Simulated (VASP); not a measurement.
Wanted: the native input for a VASP 6.6.1 run.

```yaml
Task: relaxation of cell and atoms
Functional: PBE
Dispersion: D3(BJ)
Potentials_or_basis: VASP PAW PBE potentials, release 64 (Sn_d)
Cutoff: 600 eV
k_mesh: 7 × 7 × 7
Occupations: fermi-dirac, width 0.05 eV
Spin: no spin polarisation
Dipole_correction: no
Further_INCAR_settings: ALGO = Normal; EDIFF = 1e-06; IBRION = 2; EDIFFG = -0.01; NSW = 60; ISIF = 3
```

The structure of Sn lies in POSCAR:

```
Sn
1.0
    0.0000000000      3.2333428000      3.2333428000
    3.2333428000      0.0000000000      3.2333428000
    3.2333428000      3.2333428000      0.0000000000
Sn
2
Direct
    0.7500000000      0.7500000000      0.7500000000
    0.5000000000      0.5000000000      0.5000000000
```

This isn't the form of Sn at room conditions, which is tetragonal (white tin).

The input as run:

INCAR

```
PREC = Accurate
ENCUT = 600
EDIFF = 1E-6
ISMEAR = -1
SIGMA = 0.05
LREAL = False
LASPH = True
NELM = 80
ALGO = Normal
ISIF = 3
LWAVE = False
LCHARG = False
GGA = PE
IVDW = 12
IBRION = 2
NSW = 60
EDIFFG = -0.01
```

KPOINTS

```
regular mesh
0
Gamma
  7 7 7
```

Potentials or basis: VASP PAW PBE potentials, release 64 (Sn_d).

Launch:

```bash
$ cat potpaw_PBE.64/Sn_d/POTCAR > POTCAR
$ mpirun -np 1 vasp_std > vasp.out
```

Results of the run:

- Relaxed volume: 35.49 Å³/atom
- Relaxed cell: a = 4.647 Å, b = 4.647 Å, c = 4.647 Å, α = 60.00°, β = 60.00°, γ = 60.00°
- Space group after relaxing (to 0.1 Å): Fd-3m (No. 227)
- Energy gained by relaxing: 10.9 meV/atom
- Ionic steps: 3
- Pressure after relaxing: 0.0 GPa
- Band gap on the k mesh: zero (bands 14 and 15 overlap by 0.13 eV)
- Dispersion energy per atom: -0.295 eV

Caveat: spin-orbit coupling is left out, which moves the levels of the heavy elements.

Run time: 100 s on 1 thread of Intel Xeon 8259CL (shared host), peak memory 0.26 GiB.
